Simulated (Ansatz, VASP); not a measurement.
# One calculation of NaI, two programs

```
Na I
1.0
     0.02657    3.54319    3.54319
     3.54319    0.02657    3.54319
     3.56977    3.56977    0.00000
Na I
1 1
Cartesian
  0.0000 0.0000 0.0122
  1.7849 1.7849 1.7594
```

Change from the starting cell: shear_xy strain +1.5%.

Alike in both runs: task single point; functional HSE06; k mesh 4 × 4 × 4; no spin polarisation.

|  | VASP | Ansatz |
| --- | --- | --- |
| version | VASP 6.6.1 | Ansatz 0.2.0 |
| potentials or method | VASP PAW PBE potentials, release 64 (Na_pv, I) | plane waves, PAW |
| plane-wave cutoff (eV) | 520 | 420 |
| occupations | gaussian, width 0.01 eV | fixed |
| valence electrons in the cell | 14 | 26 |

Ansatz gave:

```
gap on the k mesh at the Fermi level (eV) : 4.79
pressure (GPa)                            : 0.2
```

What did VASP give for the same quantities?

gap on the k mesh at the Fermi level (eV): 4.77; pressure (GPa): 0.2.

VASP's potentials hold 14 valence electrons a cell and Ansatz's 26, so a difference there can come from the potentials and not from the codes. Ansatz's warnings: stress exchange threshold loose, stress scf threshold loose.

Spin-orbit coupling is off throughout.
